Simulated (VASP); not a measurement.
# KCl (Fmmm) in VASP: further runs

Runs on KCl. Level: PBE. Tasks: single point.

Everything below comes from runs of VASP 6.6.1. Logs are shortened: lines on timing, memory, paths and dates and some standing lists are left out, and cuts for length are marked.

## Step 1: The cell of the first run

It takes space group Fmmm (No. 69, orthorhombic). The conventional cell has a = 5.981 Å, b = 6.312 Å, c = 6.644 Å, α = 90.00°, β = 90.00°, γ = 90.00°. Within 3.9 Å of K (site symmetry mmm) lie 6 Cl at 2.99 to 3.32 Å. Cl (site symmetry mmm) has 6 K at 2.99 to 3.32 Å within 3.9 Å.

## Step 2: Single point, PBE (strain +0.0525 x Voigt [1, -1, 0, 0, 0, 0])

INCAR reads:

```
PREC     = Accurate       # precision mode
ENCUT    = 520            # plane-wave cutoff, eV
EDIFF    = 1E-7           # SCF threshold, eV
ISMEAR   = 0              # smearing method
SIGMA    = 0.05           # smearing width, eV
LREAL    = F              # projectors in reciprocal space
LASPH    = T              # aspherical terms in the spheres
NELM     = 80             # most SCF steps
ALGO     = Normal         # electronic algorithm
ISIF     = 2              # what is computed and relaxed
LWAVE    = F              # write WAVECAR
LCHARG   = F              # write CHGCAR
GGA      = PE             # functional
NBANDS   = 15             # bands
```

KPOINTS reads:

```
Automatic mesh
0
Gamma
  6 6 6
```

POSCAR reads:

```
KCl
1.0
    0.0000000000      2.9904047500      3.1561000000
    3.3217952500      0.0000000000      3.1561000000
    3.3217952500      2.9904047500      0.0000000000
K Cl
1 1
Direct
    0.0000000000      0.0000000000      0.0000000000
    0.5000000000      0.5000000000      0.5000000000
```

Potentials or basis: VASP PAW PBE potentials, release 64 (K_sv, Cl).

Started as:

```bash
> cat potpaw_PBE.64/K_sv/POTCAR potpaw_PBE.64/Cl/POTCAR > POTCAR
> mpirun -np 1 vasp_std > vasp.out
```

OUTCAR:

```text
PREC = Accurate
   ENCUT = 520
   EDIFF = 1E-7
   ISMEAR = 0
   LREAL = F
   LASPH = T
   NELM = 80
   ISIF = 2
   GGA = PE

 ion  position               nearest neighbor table
   1  0.000  0.000  0.000-   2 2.99   2 2.99   2 3.16   2 3.16
   2  0.500  0.500  0.500-   1 2.99   1 2.99   1 3.16   1 3.16

  LATTYP: Found a face centered orthorhombic cell.
 ALAT       =     5.9808095000
 B/A-ratio  =     1.0554089710
 C/A-ratio  =     1.1108179420

  Lattice vectors:

 A1 = (  -3.3217952500,   0.0000000000,  -3.1561000000)
 A2 = (  -3.3217952500,   2.9904047500,   0.0000000000)
 A3 = (   0.0000000000,   2.9904047500,  -3.1561000000)

Analysis of symmetry for initial positions (statically):
=====================================================================
 Subroutine PRICEL returns:
 Original cell was already a primitive cell.

 Routine SETGRP: Setting up the symmetry group for a
 face centered orthorhombic supercell.

 Subroutine GETGRP returns: Found  8 space group operations
 (whereof  8 operations were pure point group operations)
 out of a pool of  8 trial point group operations.

The static configuration has the point symmetry D_2h.

Analysis of symmetry for dynamics (positions and initial velocities):
=====================================================================
 Subroutine PRICEL returns:
 Original cell was already a primitive cell.

 Routine SETGRP: Setting up the symmetry group for a
 face centered orthorhombic supercell.

 Subroutine GETGRP returns: Found  8 space group operations
 (whereof  8 operations were pure point group operations)
 out of a pool of  8 trial point group operations.

The dynamic configuration has the point symmetry D_2h.

 Subroutine INISYM returns: Found  8 space group operations
 (whereof  8 operations are pure point group operations),
 and found     1 'primitive' translations

----------------------------------------------------------------------------------------

                                     Primitive cell

  volume of cell :      62.7023

  direct lattice vectors                    reciprocal lattice vectors
     0.000000000  2.990404750  3.156100000    -0.150521017  0.167201447  0.158423371
     3.321795250  0.000000000  3.156100000     0.150521017 -0.167201447  0.158423371
     3.321795250  2.990404750  0.000000000     0.150521017  0.167201447 -0.158423371

  length of vectors
     4.347814138  4.582061860  4.469546314     0.275156073  0.275156073  0.275156073

  position of ions in fractional coordinates (direct lattice)
     0.000000000  0.000000000  0.000000000
     0.500000000  0.500000000  0.500000000

  ion indices of the primitive-cell ions
   primitive index   ion index
                 1           1
                 2           2

----------------------------------------------------------------------------------------

 KPOINTS: Automatic mesh

Automatic generation of k-mesh.
 Grid dimensions read from file:
 generate k-points for:    6    6    6

 Generating k-lattice:

  Cartesian coordinates                     Fractional coordinates (reciprocal lattice)
    -0.025086836  0.027866908  0.026403895     0.166666667  0.000000000  0.000000000
     0.025086836 -0.027866908  0.026403895     0.000000000  0.166666667  0.000000000
     0.025086836  0.027866908 -0.026403895    -0.000000000 -0.000000000  0.166666667

  Length of vectors
     0.045859346  0.045859346  0.045859346

  Shift w.r.t. Gamma in fractional coordinates (k-lattice)
     0.000000000  0.000000000  0.000000000

 Subroutine IBZKPT returns following result:
 ===========================================

 Found     46 irreducible k-points:

 Following reciprocal coordinates:
            Coordinates               Weight
  0.000000  0.000000  0.000000      1.000000
  0.166667  0.000000  0.000000      8.000000
  0.333333  0.000000  0.000000      8.000000
  0.500000  0.000000  0.000000      4.000000
  0.166667  0.166667  0.000000      2.000000
  0.333333  0.166667  0.000000      8.000000
[... 16 lines left out ...]
 -0.166667  0.166667  0.166667      8.000000
  0.500000  0.333333  0.166667      4.000000
 [... further k-points ...]
   k-points           NKPTS =     46   k-points in BZ     NKDIM =     46   number of bands    NBANDS=     15
   number of dos      NEDOS =    301   number of ions     NIONS =      2
   total plane-waves  NPLWV =  41472
   dimension x,y,z NGX =    32 NGY =   36 NGZ =   36
   dimension x,y,z NGXF=    64 NGYF=   72 NGZF=   72
   ions per type =               1   1
   NGX,Y,Z   is equivalent  to a cutoff of  12.24, 13.06, 13.39 a.u.
   NGXF,Y,Z  is equivalent  to a cutoff of  24.47, 26.12, 26.78 a.u.
 SYSTEM =  unknown system
   PREC   = accura    normal or accurate (medium, high low for compatibility)
   ISTART =      0    job   : 0-new  1-cont  2-samecut
   ICHARG =      2    charge: 1-file 2-atom 10-const
   ISPIN  =      1    spin polarized calculation?
   LNONCOLLINEAR =      F non collinear calculations
   LSORBIT =      F    spin-orbit coupling
   LASPH  =      T    aspherical Exc in radial PAW
   ENCUT  =  520.0 eV  38.22 Ry    6.18 a.u.   8.08  8.52  8.31*2*pi/ulx,y,z
   NELM   =     80;   NELMIN=  2; NELMDL= -5     # of ELM steps
   EDIFF  = 0.1E-06   stopping-criterion for ELM
   LREAL  =      F    real-space projection
   EDIFFG = 0.1E-05   stopping-criterion for IOM
   NSW    =      0    number of steps for IOM
   IBRION =     -1    ionic relax: 0-MD 1-quasi-New 2-CG
   NFREE  =      0    steps in history (QN), initial steepest desc. (CG)
   ISIF   =      2    stress and relaxation
   ISYM   =      2    0-nonsym 1-usesym 2-fastsym
   POTIM  = 0.5000    time-step for ionic-motion
   TEBEG  =    0.0;   TEEND  =   0.0 temperature during run
   PSTRESS=    0.0 pullay stress
   NELECT =      16.0000    total number of electrons
   NUPDOWN=      -1.0000    fix difference up-down
   EMIN   =  10.00;   EMAX   =-10.00  energy-range for DOS
   EFERMI =   0.00;   METHOD = LEGACY
   ISMEAR =     0;   SIGMA  =   0.05  broadening in eV -4-tet -1-fermi 0-gaus
   EFERMI_NEDOS =   21; number of points for ismear=-14 and -15
   IALGO  =     38    algorithm
   IMIX   =      4    mixing-type and parameters
     AMIX     =   0.40;   BMIX     =  1.00
     AMIX_MAG =   1.60;   BMIX_MAG =  1.00
  volume/ion in A,a.u.               =      31.35       211.57
  Fermi-wavevector in a.u.,A,eV,Ry     =   1.038374  1.962242 14.670070  1.078220
  Thomas-Fermi vector in A             =   2.172855
   LORBIT       =      0    0 simple, 1 ext, 2 COOP (PROOUT), +10 PAW based schemes
   GGA     = PE    functional components
   LHFCALC =     F    Hartree Fock is set to
   AEXX    =    0.0000 exact exchange contribution
   IVDW    =     0    specifies the selected vdW correction
   LEPSILON=     F    determine dielectric tensor
   LRPA    =     F    only Hartree local field effects (RPA)
 non-spin polarized calculation
 Gauss-broadening in eV      SIGMA  =   0.05
  energy-cutoff  :      520.00
  volume of cell :       62.70
 maximum number of plane-waves:      1703
   NGX = 17   NGY = 17   NGZ = 17

 number of electron      16.0000000 magnetization

 Free energy of the ion-electron system (eV)
  ---------------------------------------------------
  ext. energy  EPLUGINS =         0.00000000
  ---------------------------------------------------
  free energy    TOTEN  =        -6.76460295 eV

  energy without entropy =       -6.76460295  energy(sigma->0) =       -6.76460295

 E-fermi :  -1.5717     XC(G=0):  -7.5016

 val. band max:       -1.8231276104   @ k =   0.0000   0.0000   0.0000
 cond. band min:       3.2691134981   @ k =   0.0000   0.0000   0.0000
 fundamental gap:      5.0922411085
 Fermi energy:        -1.5716963334

 k-point     1 :       0.0000    0.0000    0.0000
  band No.  band energies     occupation
      1     -29.0583      2.00000
      2     -13.9885      2.00000
      3     -12.5308      2.00000
      4     -12.5275      2.00000
      5     -12.5178      2.00000
      6      -1.8983      2.00000
      7      -1.8720      2.00000
      8      -1.8231      2.00000
      9       3.2691      0.00000
     10       6.2084      0.00000
     11       6.5261      0.00000
     12       6.8651      0.00000
     13       7.1931      0.00000
     14       7.6376      0.00000
     15      11.1418      0.00000

 k-point     2 :       0.1667    0.0000    0.0000
  band No.  band energies     occupation
      1     -29.0556      2.00000
      2     -14.0493      2.00000
      3     -12.5357      2.00000
      4     -12.5211      2.00000
      5     -12.4459      2.00000
      6      -2.1773      2.00000
      7      -1.9702      2.00000
      8      -1.9380      2.00000
      9       3.8901      0.00000
     10       6.3068      0.00000
     11       6.7348      0.00000
     12       7.0617      0.00000
     13       7.5501      0.00000
     14       8.0464      0.00000
     15      11.9894      0.00000

 k-point     3 :       0.3333    0.0000    0.0000
  band No.  band energies     occupation
      1     -29.0502      2.00000
      2     -14.1562      2.00000
      3     -12.5469      2.00000
      4     -12.5217      2.00000
      5     -12.3007      2.00000
      6      -2.6981      2.00000
      7      -2.1261      2.00000
      8      -2.1164      2.00000
      9       5.1139      0.00000
     10       6.3922      0.00000
     11       7.6745      0.00000
     12       7.9190      0.00000
     13       8.4451      0.00000
     14       9.0780      0.00000
     15      10.7018      0.00000
[... 343 lines left out ...]
 k-point    23 :      -0.1667    0.1667    0.1667
  band No.  band energies     occupation
      1     -29.0515      2.00000
      2     -14.0508      2.00000
      3     -12.5568      2.00000
      4     -12.5356      2.00000
      5     -12.4379      2.00000
      6      -2.5122      2.00000
      7      -2.0814      2.00000
      8      -2.0098      2.00000
      9       5.0560      0.00000
     10       5.7002      0.00000
     11       7.8100      0.00000
     12       8.1033      0.00000
     13       8.1784      0.00000
     14       8.3837      0.00000
     15      10.4149      0.00000

 k-point    24 :       0.5000    0.3333    0.1667
  band No.  band energies     occupation
      1     -29.0470      2.00000
      2     -14.1109      2.00000
      3     -12.5776      2.00000
      4     -12.5577      2.00000
      5     -12.3346      2.00000
      6      -2.6585      2.00000
      7      -2.2127      2.00000
      8      -2.1923      2.00000
      9       5.7281      0.00000
     10       5.8781      0.00000
     11       8.0799      0.00000
     12       8.7160      0.00000
     13       8.7759      0.00000
     14       9.5113      0.00000
     15       9.9407      0.00000

 [... further k-points ...]

------------------------ aborting loop because EDIFF is reached ----------------------------------------

  FORCE on cell =-STRESS in cart. coord.  units (eV):
  Direction    XX          YY          ZZ          XY          YZ          ZX
  --------------------------------------------------------------------------------------
  -------------------------------------------------------------------------------------
  Total       -0.2822095      1.3216307      0.2600912      0.0000000      0.0000000      0.0000000
  in kB       -7.2110529     33.7704701      6.6458836      0.0000000      0.0000000      0.0000000
  external PRESSURE =      11.0684336 kB  Pullay stress =       0.0000000 kB

 VOLUME and BASIS-vectors are now :
 -----------------------------------------------------------------------------
  energy-cutoff  :      520.00
  volume of cell :       62.70
      direct lattice vectors                 reciprocal lattice vectors
     0.000000000  2.990404750  3.156100000    -0.150521017  0.167201447  0.158423371
     3.321795250  0.000000000  3.156100000     0.150521017 -0.167201447  0.158423371
     3.321795250  2.990404750  0.000000000     0.150521017  0.167201447 -0.158423371

 POSITION                                       TOTAL-FORCE (eV/Angst)
 -----------------------------------------------------------------------------------
      0.00000      0.00000      0.00000         0.000000      0.000000      0.000000
      3.32180      2.99040      3.15610         0.000000     -0.000000      0.000000
 -----------------------------------------------------------------------------------
    total drift:                                0.000000     -0.000000     -0.000000

  FREE ENERGIE OF THE ION-ELECTRON SYSTEM (eV)
  ---------------------------------------------------
  free  energy   TOTEN  =        -6.7646029478 eV

  energy  without entropy=       -6.7646029478  energy(sigma->0) =       -6.76460295
```

Run time: 25 s. Hardware: 1 thread of AMD EPYC 9R45 (Zen 5), shared host; peak memory 0.18 GiB.

Results:

```yaml
Free_energy: -6.7646 eV
Pressure: 1.1 GPa
Band_gap_on_the_k_mesh: 5.09 eV, direct
```

Stress tensor (GPa, compression positive):
```
-0.72  0.00  0.00
 0.00  3.38  0.00
 0.00  0.00  0.66
```

Levels at points of the mesh, in eV from the valence-band top:
| k point | band 5 | band 6 | band 7 | band 8 | band 9 | band 10 | band 11 | band 12 |
| --- | --- | --- | --- | --- | --- | --- | --- | --- |
| (0.00, 0.00, 0.00) | -10.69 | -0.08 | -0.05 | 0.00 | 5.09 | 8.03 | 8.35 | 8.69 |
| (0.50, 0.00, 0.00) | -10.41 | -1.10 | -0.38 | -0.38 | 7.51 | 8.50 | 10.43 | 10.56 |
| (0.50, 0.50, 0.00) | -10.74 | -0.71 | -0.25 | -0.25 | 6.53 | 8.23 | 9.97 | 10.26 |
| (0.50, 0.00, 0.50) | -10.76 | -0.59 | -0.34 | -0.32 | 6.42 | 8.37 | 10.30 | 10.34 |
| (0.00, 0.50, 0.50) | -10.73 | -0.76 | -0.21 | -0.19 | 6.58 | 8.24 | 9.64 | 10.12 |

Caveat: the cell differs from its parent crystal (strain +0.0525 x Voigt [1, -1, 0, 0, 0, 0]).

## Step 3: Single point, PBE (strain +0.0375 x Voigt [1, -1, 0, 0, 0, 0])

INCAR reads:

```
SYSTEM = KCl
PREC = Accurate ; ENCUT = 520
EDIFF = 1E-7 ; ISMEAR = 0
SIGMA = 0.05 ; LREAL = .FALSE.
LASPH = .TRUE. ; NELM = 100
ALGO = Normal ; ISIF = 2
LWAVE = .FALSE. ; LCHARG = .FALSE.
GGA = PE ; NBANDS = 15
```

KPOINTS reads:

```
regular mesh
0
G
  6 6 6
  0 0 0
```

POSCAR reads:

```
KCl
1.0
    0.0000000000      3.0377462500      3.1561000000
    3.2744537500      0.0000000000      3.1561000000
    3.2744537500      3.0377462500      0.0000000000
K Cl
1 1
Direct
    0.0000000000      0.0000000000      0.0000000000
    0.5000000000      0.5000000000      0.5000000000
```

Potentials or basis: VASP PAW PBE potentials, release 64 (K_sv, Cl).

Started as:

```bash
> cat potpaw_PBE.64/K_sv/POTCAR potpaw_PBE.64/Cl/POTCAR > POTCAR
> mpirun -np 1 vasp_std > vasp.out
```

It took 30 s on 1 thread of AMD EPYC 9R45 (Zen 5), shared host; peak memory 0.19 GiB.

Results (log left out):

```
Free energy            : -6.7856 eV
Pressure               : 0.9 GPa
Band gap on the k mesh : 5.12 eV, direct
```

Stress tensor (GPa, compression positive):
```
-0.45  0.00  0.00
 0.00  2.38  0.00
 0.00  0.00  0.63
```

Levels at points of the mesh, in eV from the valence-band top:
```csv
k point,band 4,band 5,band 6,band 7,band 8,band 9,band 10,band 11,band 12,band 13
"(0.00, 0.00, 0.00)",-10.70,-10.69,-0.05,-0.03,0.00,5.12,8.13,8.36,8.60,9.08
"(0.50, 0.00, 0.00)",-10.70,-10.43,-1.08,-0.35,-0.35,7.53,8.52,10.44,10.54,11.10
"(0.50, 0.50, 0.00)",-10.77,-10.74,-0.68,-0.24,-0.24,6.53,8.26,9.99,10.24,10.59
"(0.50, 0.00, 0.50)",-10.77,-10.76,-0.61,-0.30,-0.29,6.46,8.35,10.22,10.30,10.62
"(0.00, 0.50, 0.50)",-10.75,-10.73,-0.73,-0.21,-0.20,6.57,8.25,9.75,10.14,10.58
```

Caveat: the cell differs from its parent crystal (strain +0.0375 x Voigt [1, -1, 0, 0, 0, 0]).

(Continued in part 2 of 2.)
